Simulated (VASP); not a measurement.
# ZnSe in VASP: single point with PBEsol

Aim: the single point of ZnSe with PBEsol.

Everything below comes from runs of VASP 6.6.1. Logs are shortened: lines on timing, memory, paths and dates and some standing lists are left out, and cuts for length are marked.

## Step 1: The cell of the first run

The cell holds a wire or tube with vacuum around it, 8 atoms: a = 11.300 Å, b = 13.300 Å, c = 9.757 Å, α = 90.00°, β = 90.00°, γ = 90.00°.

## Step 2: Single point, PBEsol, collinear spin

INCAR reads:

```
SYSTEM = ZnSe
  ALGO = Normal
  EDIFF = 1E-7
  ENCUT = 520
  GGA = PS
  ISIF = 2
  ISMEAR = 0
  ISPIN = 2
  LASPH = .True.
  LCHARG = .True.
  LELF = .True.
  LORBIT = 11
  LREAL = .False.
  LVHAR = .True.
  LWAVE = .False.
  MAGMOM = 0.3 0.3 0.3 0.3 0.3 0.3 0.3 0.3
  NBANDS = 50
  NELM = 150
  PREC = Accurate
  SIGMA = 0.05
```

KPOINTS reads:

```
k-points
0
Gamma
  1 1 4
  0 0 0
```

POSCAR reads:

```
ZnSe
1.0
   11.3000000000      0.0000000000      0.0000000000
    0.0000000000     13.3000000000      0.0000000000
    0.0000000000      0.0000000000      9.7569894933
Zn Se
4 4
Direct
    0.6017586052      0.5000000000      0.0000000000
    0.3982413948      0.5000000000      0.3333333333
    0.5000000000      0.6497471534      0.6666666667
    0.5000000000      0.3502528466      0.6666666667
    0.5000000000      0.3502528466      0.4166666667
    0.5000000000      0.6497471534      0.4166666667
    0.3982413948      0.5000000000      0.0833333333
    0.6017586052      0.5000000000      0.7500000000
```

Potentials or basis: VASP PAW PBE potentials, release 64 (Zn, Se).

On the command line:

```sh
$ cat potpaw_PBE.64/Zn/POTCAR potpaw_PBE.64/Se/POTCAR > POTCAR
$ mpirun -np 1 vasp_std > vasp.out
```

OUTCAR:

```text
SYSTEM = ZnSe
   EDIFF = 1E-7
   ENCUT = 520
   GGA = PS
   ISIF = 2
   ISMEAR = 0
   ISPIN = 2
   LASPH = .True.
   LORBIT = 11
   LREAL = .False.
   NELM = 150
   PREC = Accurate

 ion  position               nearest neighbor table
   1  0.602  0.500  0.000-   7 2.44   8 2.44
   2  0.398  0.500  0.333-   5 2.44   6 2.44   7 2.44
   3  0.500  0.650  0.667-   8 2.44   6 2.44
   4  0.500  0.350  0.667-   8 2.44   5 2.44
   5  0.500  0.350  0.417-   2 2.44   4 2.44
   6  0.500  0.650  0.417-   2 2.44   3 2.44
   7  0.398  0.500  0.083-   1 2.44   2 2.44
   8  0.602  0.500  0.750-   3 2.44   4 2.44   1 2.44

  LATTYP: Found a simple orthorhombic cell.
 ALAT       =     9.7569894933
 B/A-ratio  =     1.1581441189
 C/A-ratio  =     1.3631253789

  Lattice vectors:

 A1 = (   0.0000000000,   0.0000000000,   9.7569894933)
 A2 = (  11.3000000000,   0.0000000000,   0.0000000000)
 A3 = (   0.0000000000,  13.3000000000,   0.0000000000)

Analysis of symmetry for initial positions (statically):
=====================================================================
 Subroutine PRICEL returns:
 Original cell was already a primitive cell.

 Routine SETGRP: Setting up the symmetry group for a
 simple orthorhombic supercell.

 Subroutine GETGRP returns: Found  2 space group operations
 (whereof  2 operations were pure point group operations)
 out of a pool of  8 trial point group operations.

The static configuration has the point symmetry C_1h.

Analysis of symmetry for dynamics (positions and initial velocities):
=====================================================================
 Subroutine PRICEL returns:
 Original cell was already a primitive cell.

 Routine SETGRP: Setting up the symmetry group for a
 simple orthorhombic supercell.

 Subroutine GETGRP returns: Found  2 space group operations
 (whereof  2 operations were pure point group operations)
 out of a pool of  8 trial point group operations.

The dynamic configuration has the point symmetry C_1h.

Analysis of structural, dynamic, and magnetic symmetry:
=====================================================================
 Subroutine PRICEL returns:
 Original cell was already a primitive cell.

 Routine SETGRP: Setting up the symmetry group for a
 simple orthorhombic supercell.

 Subroutine GETGRP returns: Found  2 space group operations
 (whereof  2 operations were pure point group operations)
 out of a pool of  8 trial point group operations.
[... 134 lines left out ...]
  ---------------------------------------------------
  ext. energy  EPLUGINS =         0.00000000
  ---------------------------------------------------
  free energy    TOTEN  =       -18.56407542 eV

  energy without entropy =      -18.56407542  energy(sigma->0) =      -18.56407542

 E-fermi :  -3.8962     XC(G=0):  -2.1083

 val. band max:       -4.1294244239   @ k =   0.0000   0.0000   0.0000
 cond. band min:      -3.5942400026   @ k =   0.0000   0.0000   0.0000
 fundamental gap:      0.5351844213
 Fermi energy:        -3.8961839125

 spin component 1

 k-point     1 :       0.0000    0.0000    0.0000
  band No.  band energies     occupation
      1     -17.1855      1.00000
      2     -15.8354      1.00000
      3     -15.5938      1.00000
      4     -15.5020      1.00000
      5     -11.3481      1.00000
      6     -11.3349      1.00000
[... 142 lines left out ...]
     47       0.9538      0.00000
     48       1.2440      0.00000
 Fermi energy:        -3.8961839125

 spin component 2

 k-point     1 :       0.0000    0.0000    0.0000
  band No.  band energies     occupation
      1     -17.1855      1.00000
      2     -15.8354      1.00000
      3     -15.5938      1.00000
      4     -15.5020      1.00000
      5     -11.3481      1.00000
      6     -11.3349      1.00000
[... 142 lines left out ...]
     47       0.9533      0.00000
     48       1.2443      0.00000
 [bands above 48 left out]

------------------------ aborting loop because EDIFF is reached ----------------------------------------

  FORCE on cell =-STRESS in cart. coord.  units (eV):
  Direction    XX          YY          ZZ          XY          YZ          ZX
  --------------------------------------------------------------------------------------
  -------------------------------------------------------------------------------------
  Total       -4.6063887     -2.2539076    -10.8583204      0.0000000      0.0000000      0.0464451
  in kB       -5.0329805     -2.4626391    -11.8638955      0.0000000      0.0000000      0.0507464
  external PRESSURE =      -6.4531717 kB  Pullay stress =       0.0000000 kB

 VOLUME and BASIS-vectors are now :
 -----------------------------------------------------------------------------
  energy-cutoff  :      520.00
  volume of cell :     1466.38
      direct lattice vectors                 reciprocal lattice vectors
    11.300000000  0.000000000  0.000000000     0.088495575  0.000000000  0.000000000
     0.000000000 13.300000000  0.000000000     0.000000000  0.075187970  0.000000000
     0.000000000  0.000000000  9.756989493     0.000000000  0.000000000  0.102490630

 POSITION                                       TOTAL-FORCE (eV/Angst)
 -----------------------------------------------------------------------------------
      6.79987      6.65000      0.00000        -1.960283      0.000000     -0.239388
      4.50013      6.65000      3.25233         1.299680      0.000000      0.061042
      5.65000      8.64164      6.50466         0.173881     -0.908759     -1.646575
      5.65000      4.65836      6.50466         0.173881      0.908759     -1.646575
      5.65000      4.65836      4.06541        -0.591604     -0.332595      1.181349
      5.65000      8.64164      4.06541        -0.591604      0.332595      1.181349
      4.50013      6.65000      0.81308         1.115791      0.000000      0.380851
      6.79987      6.65000      7.31774         0.380256      0.000000      0.727947
 -----------------------------------------------------------------------------------
    total drift:                               -0.000523     -0.000000      0.000157

  FREE ENERGIE OF THE ION-ELECTRON SYSTEM (eV)
  ---------------------------------------------------
  free  energy   TOTEN  =       -18.5640754152 eV

  energy  without entropy=      -18.5640754152  energy(sigma->0) =      -18.56407542

 total charge

# of ion       s       p       d       tot
------------------------------------------
    1        0.611   0.248   9.766  10.625
    2        0.568   0.364   9.767  10.700
    3        0.622   0.237   9.764  10.623
    4        0.622   0.237   9.764  10.623
    5        1.471   2.267   0.016   3.754
    6        1.471   2.267   0.016   3.754
    7        1.467   2.277   0.016   3.760
    8        1.471   2.303   0.025   3.800
--------------------------------------------------
tot          8.303  10.200  39.135  57.639

 magnetization (x)

# of ion       s       p       d       tot
------------------------------------------
    1        0.000   0.000  -0.000   0.000
    2        0.000  -0.000  -0.000  -0.000
    3        0.000  -0.000  -0.000   0.000
    4        0.000  -0.000  -0.000   0.000
    5       -0.000  -0.000  -0.000  -0.000
    6       -0.000  -0.000  -0.000  -0.000
    7       -0.000  -0.000   0.000  -0.000
    8        0.000  -0.000   0.000  -0.000
--------------------------------------------------
tot          0.000  -0.000  -0.000  -0.000
```

Run time: 19 min. Hardware: 1 thread of Oxide Virtual Turin-like, shared host; peak memory 1.8 GiB.

What came out:

| Quantity | Value |
| --- | --- |
| Free energy | -18.5641 eV |
| Largest force | 1.975 eV/Å |
| Band gap on the k mesh | 0.54 eV |
| Net moment | 0.00 μB per cell |
| Valence electrons inside the program's atomic spheres | Zn 10.62, 10.70 (each value once); Se 3.75, 3.76, 3.80 (each value once) |

Forces on the atoms (eV/Å):
```
Zn  -1.960  0.000 -0.239
Zn   1.300  0.000  0.061
Zn   0.174 -0.909 -1.647
Zn   0.174  0.909 -1.647
Se  -0.592 -0.333  1.181
Se  -0.592  0.333  1.181
Se   1.116  0.000  0.381
Se   0.380  0.000  0.728
```

Levels at points of the mesh, in eV from the valence-band top:
Spin up:
```tsv
k point	band 33	band 34	band 35	band 36	band 37	band 38	band 39	band 40
(0.00, 0.00, 0.00)	-0.96	-0.47	-0.38	0.00	0.54	0.92	1.27	2.60
(0.00, 0.00, 0.50)	-0.97	-0.63	-0.45	-0.01	0.60	0.95	1.21	2.63
```
Spin down:
| k point | band 34 | band 35 | band 36 | band 37 | band 38 | band 39 |
| --- | --- | --- | --- | --- | --- | --- |
| (0.00, 0.00, 0.00) | -0.47 | -0.38 | 0.00 | 0.54 | 0.92 | 1.27 |
| (0.00, 0.00, 0.50) | -0.63 | -0.45 | -0.01 | 0.60 | 0.95 | 1.21 |

Caveat: the PAW data sets were made with another functional, which shifts forces and pressure a little.
